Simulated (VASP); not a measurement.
# Ru (C2/m) in VASP: single point with PBE

Aim: the single point of Ru with PBE.

Program: VASP 6.6.1. These are calculated values, not measurements. Logs are shortened: lines on timing, memory, paths and dates and some standing lists are left out, and cuts for length are marked.

### 1 The cell of the first run

Symmetry: C2/m, No. 12, monoclinic system. Conventional cell: a = 4.687 Å, b = 2.706 Å, c = 4.282 Å, α = 90.00°, β = 90.00°, γ = 90.00°. Ru (site symmetry m) has 12 Ru at 2.23 to 2.99 Å within 3.0 Å.

### 2 Single point, PBE (atom 1 (Ru) moved by (+0.300, -0.300) A along y and z)

The input, INCAR:

```
PREC     = Accurate       # precision mode
ENCUT    = 520            # plane-wave cutoff, eV
EDIFF    = 1E-6           # SCF threshold, eV
ISMEAR   = 0              # smearing method
SIGMA    = 0.15           # smearing width, eV
LREAL    = False          # projectors in reciprocal space
LASPH    = True           # aspherical terms in the spheres
NELM     = 100            # most SCF steps
ALGO     = Fast           # electronic algorithm
ISIF     = 2              # what is computed and relaxed
LWAVE    = False          # write WAVECAR
LCHARG   = False          # write CHGCAR
GGA      = PE             # functional
NBANDS   = 21             # bands
```

The input, KPOINTS:

```
regular mesh
0
Gamma
  24 24 12
```

The input, POSCAR:

```
Ru
1.0
    2.7057993342      0.0000000000      0.0000000000
   -1.3528996671      2.3432909610      0.0000000000
    0.0000000000      0.0000000000      4.2819000000
Ru
2
Direct
    0.3973458706      0.7946917412      0.1799376445
    0.6666666667      0.3333333333      0.7500000000
```

Potentials or basis: VASP PAW PBE potentials, release 64 (Ru_pv).

Launch:

```console
> cat potpaw_PBE.64/Ru_pv/POTCAR > POTCAR
> mpirun -np 1 vasp_std > vasp.out
```

OUTCAR:

```text
PREC = Accurate
   ENCUT = 520
   EDIFF = 1E-6
   ISMEAR = 0
   LREAL = False
   LASPH = True
   NELM = 100
   ISIF = 2
   GGA = PE

 ion  position               nearest neighbor table
   1  0.397  0.795  0.180-   2 2.23   2 2.53   2 2.53   2 2.75   2 2.99   2 2.99
   2  0.667  0.333  0.750-   1 2.23   1 2.53   1 2.53   1 2.75   1 2.99   1 2.99

  LATTYP: Found a hexagonal cell.
 ALAT       =     2.7057993342
 C/A-ratio  =     1.5824898565

  Lattice vectors:

 A1 = (   2.7057993342,   0.0000000000,   0.0000000000)
 A2 = (  -1.3528996671,   2.3432909610,   0.0000000000)
 A3 = (   0.0000000000,   0.0000000000,   4.2819000000)

Analysis of symmetry for initial positions (statically):
=====================================================================
 Subroutine PRICEL returns:
 Original cell was already a primitive cell.

 Routine SETGRP: Setting up the symmetry group for a
 hexagonal supercell.

 Subroutine GETGRP returns: Found  4 space group operations
 (whereof  2 operations were pure point group operations)
 out of a pool of 24 trial point group operations.

The static configuration has the point symmetry C_1h.
 The point group associated with its full space group is C_2h.

Analysis of symmetry for dynamics (positions and initial velocities):
=====================================================================
 Subroutine PRICEL returns:
 Original cell was already a primitive cell.

 Routine SETGRP: Setting up the symmetry group for a
 hexagonal supercell.

 Subroutine GETGRP returns: Found  4 space group operations
 (whereof  2 operations were pure point group operations)
 out of a pool of 24 trial point group operations.

The dynamic configuration has the point symmetry C_1h.
 The point group associated with its full space group is C_2h.

 Subroutine INISYM returns: Found  4 space group operations
 (whereof  2 operations are pure point group operations),
 and found     1 'primitive' translations

----------------------------------------------------------------------------------------

                                     Primitive cell

  volume of cell :      27.1493

  direct lattice vectors                    reciprocal lattice vectors
     2.705799334  0.000000000  0.000000000     0.369576556  0.213375124  0.000000000
    -1.352899667  2.343290961  0.000000000     0.000000000  0.426750249  0.000000000
     0.000000000  0.000000000  4.281900000     0.000000000  0.000000000  0.233541185

  length of vectors
     2.705799334  2.705799334  4.281900000     0.426750249  0.426750249  0.233541185

  position of ions in fractional coordinates (direct lattice)
     0.397345871  0.794691741  0.179937645
     0.666666667  0.333333333  0.750000000

  ion indices of the primitive-cell ions
   primitive index   ion index
                 1           1
                 2           2

----------------------------------------------------------------------------------------

 KPOINTS: regular mesh

Automatic generation of k-mesh.
 Grid dimensions read from file:
 generate k-points for:   24   24   12

 Generating k-lattice:

  Cartesian coordinates                     Fractional coordinates (reciprocal lattice)
     0.015399023  0.008890630  0.000000000     0.041666667  0.000000000  0.000000000
     0.000000000  0.017781260  0.000000000     0.000000000  0.041666667  0.000000000
     0.000000000  0.000000000  0.019461765     0.000000000  0.000000000  0.083333333

  Length of vectors
     0.017781260  0.017781260  0.019461765

  Shift w.r.t. Gamma in fractional coordinates (k-lattice)
     0.000000000  0.000000000  0.000000000

 Subroutine IBZKPT returns following result:
 ===========================================

 Found   1814 irreducible k-points:

 Following reciprocal coordinates:
            Coordinates               Weight
  0.000000  0.000000  0.000000      1.000000
  0.041667  0.000000  0.000000      4.000000
  0.000000  0.041667  0.000000      2.000000
  0.083333  0.000000  0.000000      4.000000
  0.000000  0.083333  0.000000      2.000000
  0.125000  0.000000  0.000000      4.000000
[... 16 lines left out ...]
  0.000000  0.458333  0.000000      2.000000
  0.500000  0.000000  0.000000      2.000000
 [... further k-points ...]
   k-points           NKPTS =   1814   k-points in BZ     NKDIM =   1814   number of bands    NBANDS=     21
   number of dos      NEDOS =    301   number of ions     NIONS =      2
   total plane-waves  NPLWV =  12800
   dimension x,y,z NGX =    20 NGY =   20 NGZ =   32
   dimension x,y,z NGXF=    40 NGYF=   40 NGZF=   64
   ions per type =               2
   NGX,Y,Z   is equivalent  to a cutoff of  12.29, 12.29, 12.42 a.u.
   NGXF,Y,Z  is equivalent  to a cutoff of  24.58, 24.58, 24.85 a.u.
 SYSTEM =  unknown system
   PREC   = accura    normal or accurate (medium, high low for compatibility)
   ISTART =      0    job   : 0-new  1-cont  2-samecut
   ICHARG =      2    charge: 1-file 2-atom 10-const
   ISPIN  =      1    spin polarized calculation?
   LNONCOLLINEAR =      F non collinear calculations
   LSORBIT =      F    spin-orbit coupling
   LASPH  =      T    aspherical Exc in radial PAW
   ENCUT  =  520.0 eV  38.22 Ry    6.18 a.u.   5.03  5.03  7.96*2*pi/ulx,y,z
   NELM   =    100;   NELMIN=  2; NELMDL= -5     # of ELM steps
   EDIFF  = 0.1E-05   stopping-criterion for ELM
   LREAL  =      F    real-space projection
   EDIFFG = 0.1E-04   stopping-criterion for IOM
   NSW    =      0    number of steps for IOM
   IBRION =     -1    ionic relax: 0-MD 1-quasi-New 2-CG
   NFREE  =      0    steps in history (QN), initial steepest desc. (CG)
   ISIF   =      2    stress and relaxation
   ISYM   =      2    0-nonsym 1-usesym 2-fastsym
   POTIM  = 0.5000    time-step for ionic-motion
   TEBEG  =    0.0;   TEEND  =   0.0 temperature during run
   PSTRESS=    0.0 pullay stress
   NELECT =      28.0000    total number of electrons
   NUPDOWN=      -1.0000    fix difference up-down
   EMIN   =  10.00;   EMAX   =-10.00  energy-range for DOS
   EFERMI =   0.00;   METHOD = LEGACY
   ISMEAR =     0;   SIGMA  =   0.15  broadening in eV -4-tet -1-fermi 0-gaus
   EFERMI_NEDOS =   21; number of points for ismear=-14 and -15
   IALGO  =     68    algorithm
   IMIX   =      4    mixing-type and parameters
     AMIX     =   0.40;   BMIX     =  1.00
     AMIX_MAG =   1.60;   BMIX_MAG =  1.00
  volume/ion in A,a.u.               =      13.57        91.61
  Fermi-wavevector in a.u.,A,eV,Ry     =   1.654022  3.125649 37.222686  2.735790
  Thomas-Fermi vector in A             =   2.742361
   LORBIT       =      0    0 simple, 1 ext, 2 COOP (PROOUT), +10 PAW based schemes
   GGA     = PE    functional components
   LHFCALC =     F    Hartree Fock is set to
   AEXX    =    0.0000 exact exchange contribution
   IVDW    =     0    specifies the selected vdW correction
   LEPSILON=     F    determine dielectric tensor
   LRPA    =     F    only Hartree local field effects (RPA)
 non-spin polarized calculation
 RMM-DIIS sequential band-by-band and
 Gauss-broadening in eV      SIGMA  =   0.15
  energy-cutoff  :      520.00
  volume of cell :       27.15
 maximum number of plane-waves:       756
   NGX =  9   NGY =  9   NGZ = 15

 number of electron      28.0000001 magnetization

 Free energy of the ion-electron system (eV)
  ---------------------------------------------------
  ext. energy  EPLUGINS =         0.00000000
  ---------------------------------------------------
  free energy    TOTEN  =       -17.46943529 eV

  energy without entropy =      -17.44571118  energy(sigma->0) =      -17.45757324

 E-fermi :  13.0355     XC(G=0): -14.0468

 val. band max:       13.0351851192   @ k =  -0.2500   0.0000   0.2500
 cond. band min:      13.0358740662   @ k =  -0.0417   0.2500   0.3333
 fundamental gap:      0.0006889470
 Fermi energy:        13.0355286622

 k-point     1 :       0.0000    0.0000    0.0000
  band No.  band energies     occupation
      1     -31.1803      2.00000
      2     -29.9957      2.00000
      3     -29.7659      2.00000
      4     -29.7174      2.00000
      5     -29.6468      2.00000
      6     -29.4366      2.00000
[... 13 lines left out ...]
     20      23.3750      0.00000
     21      23.3798      0.00000

 k-point     2 :       0.0417    0.0000    0.0000
  band No.  band energies     occupation
      1     -31.1766      2.00000
      2     -30.0029      2.00000
      3     -29.7846      2.00000
      4     -29.7239      2.00000
      5     -29.6466      2.00000
      6     -29.4375      2.00000
[... 13 lines left out ...]
     20      23.3749      0.00000
     21      23.3799      0.00000

 k-point     3 :       0.0000    0.0417    0.0000
  band No.  band energies     occupation
      1     -31.1759      2.00000
      2     -30.0119      2.00000
      3     -29.7811      2.00000
      4     -29.7084      2.00000
      5     -29.6560      2.00000
      6     -29.4392      2.00000
[... 13 lines left out ...]
     20      23.3749      0.00000
     21      23.3800      0.00000

 k-point     4 :       0.0833    0.0000    0.0000
  band No.  band energies     occupation
      1     -31.1656      2.00000
      2     -30.0258      2.00000
      3     -29.8302      2.00000
      4     -29.7458      2.00000
      5     -29.6502      2.00000
      6     -29.4401      2.00000
[... 13 lines left out ...]
     20      23.3749      0.00000
     21      23.3801      0.00000

 k-point     5 :       0.0000    0.0833    0.0000
  band No.  band energies     occupation
      1     -31.1631      2.00000
      2     -30.0575      2.00000
      3     -29.8126      2.00000
      4     -29.6949      2.00000
      5     -29.6851      2.00000
      6     -29.4463      2.00000
[... 13 lines left out ...]
     20      23.3749      0.00000
     21      23.3804      0.00000
[... 382 lines left out ...]
     20      23.3952      0.00000
     21      24.0601      0.00000

 k-point    22 :       0.4583   -0.0000    0.0000
  band No.  band energies     occupation
      1     -31.0261      2.00000
      2     -30.7222      2.00000
      3     -30.1763      2.00000
      4     -30.0743      2.00000
      5     -29.8137      2.00000
      6     -29.5594      2.00000
[... 13 lines left out ...]
     20      23.3741      0.00000
     21      25.3652      0.00000

 k-point    23 :       0.0000    0.4583    0.0000
  band No.  band energies     occupation
      1     -31.1279      2.00000
      2     -30.6430      2.00000
      3     -30.1205      2.00000
      4     -30.0317      2.00000
      5     -29.7603      2.00000
      6     -29.7142      2.00000
[... 13 lines left out ...]
     20      24.1866      0.00000
     21      26.1442      0.00000

 k-point    24 :       0.5000    0.0000    0.0000
  band No.  band energies     occupation
      1     -31.0257      2.00000
      2     -30.7359      2.00000
      3     -30.1825      2.00000
      4     -30.0743      2.00000
      5     -29.8178      2.00000
      6     -29.5631      2.00000
[... 13 lines left out ...]
     20      23.3757      0.00000
     21      25.8985      0.00000

 [... further k-points ...]
[... 5 lines left out ...]
  --------------------------------------------------------------------------------------
  -------------------------------------------------------------------------------------
  Total        1.1160054      4.9066770      7.9249876      0.0000000     -3.2640516      0.0000000
  in kB       65.8595195    289.5607725    467.6822103      0.0000000   -192.6235051      0.0000000
  external PRESSURE =     274.3675008 kB  Pullay stress =       0.0000000 kB

 VOLUME and BASIS-vectors are now :
 -----------------------------------------------------------------------------
  energy-cutoff  :      520.00
  volume of cell :       27.15
      direct lattice vectors                 reciprocal lattice vectors
     2.705799334  0.000000000  0.000000000     0.369576556  0.213375124  0.000000000
    -1.352899667  2.343290961  0.000000000     0.000000000  0.426750249  0.000000000
     0.000000000  0.000000000  4.281900000     0.000000000  0.000000000  0.233541185

 POSITION                                       TOTAL-FORCE (eV/Angst)
 -----------------------------------------------------------------------------------
      0.00000      1.86219      0.77047         0.000000     -2.434142      5.307508
      1.35290      0.78110      3.21143        -0.000000      2.434142     -5.307508
 -----------------------------------------------------------------------------------
    total drift:                               -0.000000      0.000017     -0.000015

  FREE ENERGIE OF THE ION-ELECTRON SYSTEM (eV)
  ---------------------------------------------------
  free  energy   TOTEN  =       -17.4694352950 eV

  energy  without entropy=      -17.4457111802  energy(sigma->0) =      -17.45757324
```

Run time: 7.6 min. Hardware: 1 thread of Intel Xeon 6975P-C (Granite Rapids), shared host; peak memory 0.82 GiB.

What came out:

* Free energy: -17.4694 eV
* Pressure: 27.4 GPa
* Largest force: 5.839 eV/Å
* Band gap on the k mesh: zero (bands 14 and 15 overlap by 2.41 eV)

Forces on the atoms (eV/Å):
```
Ru   0.000 -2.434  5.308
Ru   0.000  2.434 -5.308
```

Levels at points of the mesh, in eV from the Fermi level:
```csv
k point,band 11,band 12,band 13,band 14,band 15,band 16,band 17,band 18
"(0.00, 0.00, 0.00)",-3.06,-2.94,-2.10,-1.31,-0.19,0.32,1.77,2.00
"(0.50, 0.00, 0.00)",-1.71,-1.53,-1.34,1.15,1.37,1.80,3.45,6.57
"(0.00, 0.50, 0.00)",-3.11,-2.48,-1.60,0.80,1.68,2.01,4.92,4.95
"(0.00, 0.00, 0.50)",-3.38,-3.21,-3.00,-1.40,-0.56,0.65,0.91,1.27
"(0.50, 0.00, 0.50)",-2.05,-0.51,0.06,0.49,1.42,1.69,2.95,4.85
"(0.00, 0.50, 0.50)",-2.39,-0.05,0.89,0.93,1.54,1.83,2.01,2.82
```

Caveat: the cell differs from its parent crystal (atom 1 (Ru) moved by (+0.300, -0.300) A along y and z); the cell stands under pressure; forces of over 1 eV/Å act on the atoms, so gaps and moduli don't describe the material at rest.
